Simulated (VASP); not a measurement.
# MgO (P6_3/mmc) in VASP: notebook

The runs below take MgO through single point, with PBEsol.

All numbers are computed with VASP 6.6.1; they aren't measurements. Logs are shortened: lines on timing, memory, paths and dates and some standing lists are left out, and cuts for length are marked.

## Step 1: The cell of the first run

Symmetry: P6_3/mmc, No. 194, hexagonal system. The conventional cell has a = 3.320 Å, b = 3.320 Å, c = 4.195 Å, α = 90.00°, β = 90.00°, γ = 120.00°. Mg (site symmetry -6m2) has 5 O at 1.92 to 2.10 Å within 2.5 Å. O (site symmetry -6m2) has 5 Mg at 1.92 to 2.10 Å within 2.5 Å.

## Step 2: Single point, PBEsol

Contents of INCAR:

```
  PREC = Accurate
  ENCUT = 520
  EDIFF = 1E-6
  ISMEAR = 0
  SIGMA = 0.05
  LREAL = False
  LASPH = True
  NELM = 60
  ALGO = Normal
  ISIF = 2
  LWAVE = False
  LCHARG = False
  GGA = PS
  NBANDS = 16
```

Contents of KPOINTS:

```
regular mesh
0
Gamma
  9 9 6
```

Contents of POSCAR:

```
MgO
1.0
    3.3200000000      0.0000000000      0.0000000000
   -1.6600000000      2.8752043406      0.0000000000
    0.0000000000      0.0000000000      4.1947132285
Mg O
2 2
Direct
    0.6666666667      0.3333333333      0.7500000000
    0.3333333333      0.6666666667      0.2500000000
    0.6666666667      0.3333333333      0.2500000000
    0.3333333333      0.6666666667      0.7500000000
```

Potentials or basis: VASP PAW PBE potentials, release 64 (Mg, O).

The run is started by

```bash
cat potpaw_PBE.64/Mg/POTCAR potpaw_PBE.64/O/POTCAR > POTCAR
mpirun -np 1 vasp_std > vasp.out
```

OUTCAR:

```text
PREC = Accurate
   ENCUT = 520
   EDIFF = 1E-6
   ISMEAR = 0
   LREAL = False
   LASPH = True
   NELM = 60
   ISIF = 2
   GGA = PS

 ion  position               nearest neighbor table
   1  0.667  0.333  0.750-   4 1.92   4 1.92   4 1.92   3 2.10   3 2.10   2 2.84   2 2.84   2 2.84
                             2 2.84   2 2.84   2 2.84
   2  0.333  0.667  0.250-   3 1.92   3 1.92   3 1.92   4 2.10   4 2.10   1 2.84   1 2.84   1 2.84
                             1 2.84   1 2.84   1 2.84
   3  0.667  0.333  0.250-   2 1.92   2 1.92   2 1.92   1 2.10   1 2.10
   4  0.333  0.667  0.750-   1 1.92   1 1.92   1 1.92   2 2.10   2 2.10

  LATTYP: Found a hexagonal cell.
 ALAT       =     3.3200000000
 C/A-ratio  =     1.2634678399

  Lattice vectors:

 A1 = (   3.3200000000,   0.0000000000,   0.0000000000)
 A2 = (  -1.6600000000,   2.8752043406,   0.0000000000)
 A3 = (   0.0000000000,   0.0000000000,   4.1947132285)

Analysis of symmetry for initial positions (statically):
=====================================================================
 Subroutine PRICEL returns:
 Original cell was already a primitive cell.

 Routine SETGRP: Setting up the symmetry group for a
 hexagonal supercell.

 Subroutine GETGRP returns: Found 24 space group operations
 (whereof 12 operations were pure point group operations)
 out of a pool of 24 trial point group operations.

The static configuration has the point symmetry D_3d.
 The point group associated with its full space group is D_6h.

Analysis of symmetry for dynamics (positions and initial velocities):
=====================================================================
 Subroutine PRICEL returns:
 Original cell was already a primitive cell.

 Routine SETGRP: Setting up the symmetry group for a
 hexagonal supercell.

 Subroutine GETGRP returns: Found 24 space group operations
 (whereof 12 operations were pure point group operations)
 out of a pool of 24 trial point group operations.

The dynamic configuration has the point symmetry D_3d.
 The point group associated with its full space group is D_6h.

 Subroutine INISYM returns: Found 24 space group operations
 (whereof 12 operations are pure point group operations),
 and found     1 'primitive' translations

----------------------------------------------------------------------------------------

                                     Primitive cell

  volume of cell :      40.0414

  direct lattice vectors                    reciprocal lattice vectors
     3.320000000  0.000000000  0.000000000     0.301204819  0.173900683  0.000000000
    -1.660000000  2.875204341  0.000000000     0.000000000  0.347801367  0.000000000
     0.000000000  0.000000000  4.194713229     0.000000000  0.000000000  0.238395319

  length of vectors
     3.320000000  3.320000000  4.194713229     0.347801367  0.347801367  0.238395319

  position of ions in fractional coordinates (direct lattice)
     0.666666667  0.333333333  0.750000000
     0.333333333  0.666666667  0.250000000
     0.666666667  0.333333333  0.250000000
     0.333333333  0.666666667  0.750000000

  ion indices of the primitive-cell ions
   primitive index   ion index
                 1           1
                 2           2
                 3           3
                 4           4

----------------------------------------------------------------------------------------

 KPOINTS: regular mesh

Automatic generation of k-mesh.
 Grid dimensions read from file:
 generate k-points for:    9    9    6

 Generating k-lattice:

  Cartesian coordinates                     Fractional coordinates (reciprocal lattice)
     0.033467202  0.019322298  0.000000000     0.111111111  0.000000000  0.000000000
     0.000000000  0.038644596  0.000000000     0.000000000  0.111111111  0.000000000
     0.000000000  0.000000000  0.039732553     0.000000000  0.000000000  0.166666667

  Length of vectors
     0.038644596  0.038644596  0.039732553

  Shift w.r.t. Gamma in fractional coordinates (k-lattice)
     0.000000000  0.000000000  0.000000000

 Subroutine IBZKPT returns following result:
 ===========================================

 Found     48 irreducible k-points:

 Following reciprocal coordinates:
            Coordinates               Weight
  0.000000  0.000000  0.000000      1.000000
  0.111111  0.000000  0.000000      6.000000
  0.222222 -0.000000  0.000000      6.000000
  0.333333  0.000000  0.000000      6.000000
  0.444444 -0.000000  0.000000      6.000000
  0.111111  0.111111  0.000000      6.000000
[... 16 lines left out ...]
  0.333333  0.222222  0.166667     24.000000
  0.333333  0.333333  0.166667      4.000000
 [... further k-points ...]
   k-points           NKPTS =     48   k-points in BZ     NKDIM =     48   number of bands    NBANDS=     16
   number of dos      NEDOS =    301   number of ions     NIONS =      4
   total plane-waves  NPLWV =  25088
   dimension x,y,z NGX =    28 NGY =   28 NGZ =   32
   dimension x,y,z NGXF=    56 NGYF=   56 NGZF=   64
   ions per type =               2   2
   NGX,Y,Z   is equivalent  to a cutoff of  14.02, 14.02, 12.68 a.u.
   NGXF,Y,Z  is equivalent  to a cutoff of  28.04, 28.04, 25.36 a.u.
 SYSTEM =  unknown system
   PREC   = accura    normal or accurate (medium, high low for compatibility)
   ISTART =      0    job   : 0-new  1-cont  2-samecut
   ICHARG =      2    charge: 1-file 2-atom 10-const
   ISPIN  =      1    spin polarized calculation?
   LNONCOLLINEAR =      F non collinear calculations
   LSORBIT =      F    spin-orbit coupling
   LASPH  =      T    aspherical Exc in radial PAW
   ENCUT  =  520.0 eV  38.22 Ry    6.18 a.u.   6.17  6.17  7.80*2*pi/ulx,y,z
   NELM   =     60;   NELMIN=  2; NELMDL= -5     # of ELM steps
   EDIFF  = 0.1E-05   stopping-criterion for ELM
   LREAL  =      F    real-space projection
   EDIFFG = 0.1E-04   stopping-criterion for IOM
   NSW    =      0    number of steps for IOM
   IBRION =     -1    ionic relax: 0-MD 1-quasi-New 2-CG
   NFREE  =      0    steps in history (QN), initial steepest desc. (CG)
   ISIF   =      2    stress and relaxation
   ISYM   =      2    0-nonsym 1-usesym 2-fastsym
   POTIM  = 0.5000    time-step for ionic-motion
   TEBEG  =    0.0;   TEEND  =   0.0 temperature during run
   PSTRESS=    0.0 pullay stress
   NELECT =      16.0000    total number of electrons
   NUPDOWN=      -1.0000    fix difference up-down
   EMIN   =  10.00;   EMAX   =-10.00  energy-range for DOS
   EFERMI =   0.00;   METHOD = LEGACY
   ISMEAR =     0;   SIGMA  =   0.05  broadening in eV -4-tet -1-fermi 0-gaus
   EFERMI_NEDOS =   21; number of points for ismear=-14 and -15
   IALGO  =     38    algorithm
   IMIX   =      4    mixing-type and parameters
     AMIX     =   0.40;   BMIX     =  1.00
     AMIX_MAG =   1.60;   BMIX_MAG =  1.00
  volume/ion in A,a.u.               =      10.01        67.55
  Fermi-wavevector in a.u.,A,eV,Ry     =   1.205809  2.278648 19.782531  1.453975
  Thomas-Fermi vector in A             =   2.341494
   LORBIT       =      0    0 simple, 1 ext, 2 COOP (PROOUT), +10 PAW based schemes
   GGA     = PS    functional components
   LHFCALC =     F    Hartree Fock is set to
   AEXX    =    0.0000 exact exchange contribution
   IVDW    =     0    specifies the selected vdW correction
   LEPSILON=     F    determine dielectric tensor
   LRPA    =     F    only Hartree local field effects (RPA)
 non-spin polarized calculation
 Gauss-broadening in eV      SIGMA  =   0.05
  energy-cutoff  :      520.00
  volume of cell :       40.04
 maximum number of plane-waves:      1096
 NGX is ok and might be reduce to    28

 number of electron      16.0000000 magnetization

 Free energy of the ion-electron system (eV)
  ---------------------------------------------------
  ext. energy  EPLUGINS =         0.00000000
  ---------------------------------------------------
  free energy    TOTEN  =       -24.50649694 eV

  energy without entropy =      -24.50649694  energy(sigma->0) =      -24.50649694

 E-fermi :   2.8642     XC(G=0): -10.7571

 val. band max:        2.6060379650   @ k =   0.0000   0.0000   0.0000
 cond. band min:       6.3712149195   @ k =   0.0000   0.0000   0.0000
 fundamental gap:      3.7651769545
 Fermi energy:         2.8641598773

 k-point     1 :       0.0000    0.0000    0.0000
  band No.  band energies     occupation
      1     -14.7555      2.00000
      2     -13.1689      2.00000
      3      -1.6218      2.00000
      4       0.6964      2.00000
      5       0.6964      2.00000
      6       1.5502      2.00000
[... 8 lines left out ...]
     15      18.7312      0.00000
     16      19.2899      0.00000

 k-point     2 :       0.1111    0.0000    0.0000
  band No.  band energies     occupation
      1     -14.6785      2.00000
      2     -13.1707      2.00000
      3      -1.5091      2.00000
      4       0.4570      2.00000
      5       0.5944      2.00000
      6       1.2258      2.00000
[... 8 lines left out ...]
     15      18.1257      0.00000
     16      18.6567      0.00000

 k-point     3 :       0.2222   -0.0000    0.0000
  band No.  band energies     occupation
      1     -14.4673      2.00000
      2     -13.1896      2.00000
      3      -1.1850      2.00000
      4      -0.2302      2.00000
      5       0.3852      2.00000
      6       0.7529      2.00000
[... 8 lines left out ...]
     15      17.4828      0.00000
     16      17.6252      0.00000
[... 362 lines left out ...]
 k-point    23 :       0.3333    0.2222    0.1667
  band No.  band energies     occupation
      1     -13.7493      2.00000
      2     -13.4365      2.00000
      3      -1.3804      2.00000
      4      -0.6773      2.00000
      5      -0.2116      2.00000
      6       0.7952      2.00000
[... 8 lines left out ...]
     15      17.0525      0.00000
     16      19.2893      0.00000

 k-point    24 :       0.3333    0.3333    0.1667
  band No.  band energies     occupation
      1     -13.5717      2.00000
      2     -13.5717      2.00000
      3      -1.3439      2.00000
      4      -0.5271      2.00000
      5      -0.5271      2.00000
      6       1.0629      2.00000
[... 8 lines left out ...]
     15      16.9057      0.00000
     16      20.3358      0.00000

 [... further k-points ...]

------------------------ aborting loop because EDIFF is reached ----------------------------------------

  FORCE on cell =-STRESS in cart. coord.  units (eV):
  Direction    XX          YY          ZZ          XY          YZ          ZX
  --------------------------------------------------------------------------------------
  -------------------------------------------------------------------------------------
  Total        5.2809887      5.2809887      1.9873882      0.0000000      0.0000000      0.0000000
  in kB      211.3083928    211.3083928     79.5214360      0.0000000      0.0000000      0.0000000
  external PRESSURE =     167.3794072 kB  Pullay stress =       0.0000000 kB

 VOLUME and BASIS-vectors are now :
 -----------------------------------------------------------------------------
  energy-cutoff  :      520.00
  volume of cell :       40.04
      direct lattice vectors                 reciprocal lattice vectors
     3.320000000  0.000000000  0.000000000     0.301204819  0.173900683  0.000000000
    -1.660000000  2.875204341  0.000000000     0.000000000  0.347801367  0.000000000
     0.000000000  0.000000000  4.194713229     0.000000000  0.000000000  0.238395319

 POSITION                                       TOTAL-FORCE (eV/Angst)
 -----------------------------------------------------------------------------------
      1.66000      0.95840      3.14603        -0.000000      0.000000      0.000000
     -0.00000      1.91680      1.04868        -0.000000     -0.000000      0.000000
      1.66000      0.95840      1.04868         0.000000      0.000000     -0.000000
     -0.00000      1.91680      3.14603         0.000000      0.000000      0.000000
 -----------------------------------------------------------------------------------
    total drift:                               -0.000000      0.000000     -0.000000

  FREE ENERGIE OF THE ION-ELECTRON SYSTEM (eV)
  ---------------------------------------------------
  free  energy   TOTEN  =       -24.5064969429 eV

  energy  without entropy=      -24.5064969429  energy(sigma->0) =      -24.50649694
```

Wall time 33 s (1 thread of AMD EPYC 7R43 (Zen 3), shared host); peak memory 0.14 GiB.

Results:

* Free energy: -24.5065 eV
* Pressure: 16.7 GPa
* Band gap on the k mesh: 3.77 eV, direct

Stress tensor (GPa, compression positive):
```
21.13  0.00  0.00
 0.00 21.13  0.00
 0.00  0.00  7.95
```

Levels at points of the mesh, in eV from the valence-band top:
```tsv
k point	band 5	band 6	band 7	band 8	band 9	band 10	band 11	band 12
(0.00, 0.00, 0.00)	-1.91	-1.06	-1.06	0.00	3.77	9.96	12.35	13.41
(0.00, 0.00, 0.50)	-1.50	-1.50	-1.50	-1.50	6.80	6.80	13.76	13.76
```

Caveat: the PAW data sets were made with another functional, which shifts forces and pressure a little.

## Step 3: Single point, PBEsol

This run uses another cell than the first one, of 9.85 Å³/atom, 0.984 times its volume.

Contents of INCAR:

```
SYSTEM = MgO
PREC = Accurate ; ENCUT = 520
EDIFF = 1E-7 ; ISMEAR = 0
SIGMA = 0.05 ; LREAL = .False.
LASPH = .True. ; NELM = 60
ALGO = Normal ; ISIF = 2
LWAVE = .False. ; LCHARG = .False.
GGA = PS ; NBANDS = 16
```

Contents of KPOINTS:

```
Automatic mesh
0
Gamma
  9 9 6
  0 0 0
```

Contents of POSCAR:

```
MgO
1.0
    3.3783000000      0.0000000000      0.0000000000
   -1.6891500000      2.9256936216      0.0000000000
    0.0000000000      0.0000000000      3.9850000000
Mg O
2 2
Direct
    0.6666666667      0.3333333333      0.7500000000
    0.3333333333      0.6666666667      0.2500000000
    0.6666666667      0.3333333333      0.2500000000
    0.3333333333      0.6666666667      0.7500000000
```

Potentials or basis: VASP PAW PBE potentials, release 64 (Mg, O).

The run is started by

```bash
cat potpaw_PBE.64/Mg/POTCAR potpaw_PBE.64/O/POTCAR > POTCAR
mpirun -np 1 vasp_std > vasp.out
```

It took 29 s on 1 thread of AMD EPYC 7R43 (Zen 3), shared host; peak memory 0.14 GiB.

The run converged. Its results:

| Quantity | Value |
| --- | --- |
| Free energy | -24.4738 eV |
| Pressure | 19.9 GPa |
| Band gap on the k mesh | 3.88 eV, direct |

Stress tensor (GPa, compression positive):
```
17.51  0.00  0.00
 0.00 17.51  0.00
 0.00  0.00 24.61
```

Levels at points of the mesh, in eV from the valence-band top:
```tsv
k point	band 4	band 5	band 6	band 7	band 8	band 9	band 10	band 11	band 12	band 13
(0.00, 0.00, 0.00)	-2.00	-2.00	-0.94	-0.94	0.00	3.88	10.38	13.08	13.08	13.16
(0.00, 0.00, 0.50)	-2.67	-1.50	-1.50	-1.50	-1.50	6.97	6.97	13.42	13.42	13.42
```

Caveat: the PAW data sets were made with another functional, which shifts forces and pressure a little.

## Step 4: Single point, PBEsol

This run uses another cell than the first one, of the same volume but with other edges.

Contents of INCAR:

```
PREC = Accurate
ENCUT = 520
EDIFF = 1E-6
ISMEAR = 0
SIGMA = 0.05
LREAL = False
LASPH = True
NELM = 100
ALGO = Normal
ISIF = 2
LWAVE = False
LCHARG = False
GGA = PS
NBANDS = 16
```

Contents of KPOINTS:

```
Automatic mesh
0
Gamma
  9 9 6
```

Edit POSCAR of step 3 so:

```diff
@@ -4,3 +4,3 @@
    -1.6891500000      2.9256936216      0.0000000000
-    0.0000000000      0.0000000000      3.9850000000
+    0.0000000000      0.0000000000      4.0549000000
 Mg O
```

The run is started by

```bash
cat potpaw_PBE.64/Mg/POTCAR potpaw_PBE.64/O/POTCAR > POTCAR
mpirun -np 1 vasp_std > vasp.out
```

Wall time 25 s (1 thread of AMD EPYC 7R43 (Zen 3), shared host); peak memory 0.14 GiB.

It converged, with:

```yaml
Free_energy: -24.5634 eV
Pressure: 16.0 GPa
Band_gap_on_the_k_mesh: 3.79 eV, direct
```

Stress tensor (GPa, compression positive):
```
15.69  0.00  0.00
 0.00 15.69  0.00
 0.00  0.00 16.75
```

Levels at points of the mesh, in eV from the valence-band top:
```
           k point  band 6  band 7  band 8  band 9  band 10  band 11
(0.00, 0.00, 0.00)   -0.95   -0.95    0.00    3.79    10.15    12.84
(0.00, 0.00, 0.50)   -1.47   -1.47   -1.47    6.85     6.85    13.41
```

Caveat: the PAW data sets were made with another functional, which shifts forces and pressure a little. As with any semilocal functional, this PBEsol gap is likely too small.

## Step 5: Overview

```csv
cell,gap on the mesh (eV),pressure (GPa)
"a = 3.320, b = 3.320, c = 4.195 Å, angles 90.0, 90.0, 120.0°, 4 atoms",3.77,16.7
"a = 3.378, b = 3.378, c = 3.985 Å, angles 90.0, 90.0, 120.0°, 4 atoms",3.88,19.9
"a = 3.378, b = 3.378, c = 4.055 Å, angles 90.0, 90.0, 120.0°, 4 atoms",3.79,16.0
```

Alike in all rows: task single point; level PBEsol; potentials or basis VASP PAW PBE potentials, release 64 (Mg, O); no spin polarisation; k mesh 9 × 9 × 6; cutoff (eV) 520; smearing gaussian 0.05 eV.

Caveats: the PAW data sets were made with another functional, which shifts forces and pressure a little.

Total energies depend on the potentials used, so only differences within one code and one set of settings carry meaning.
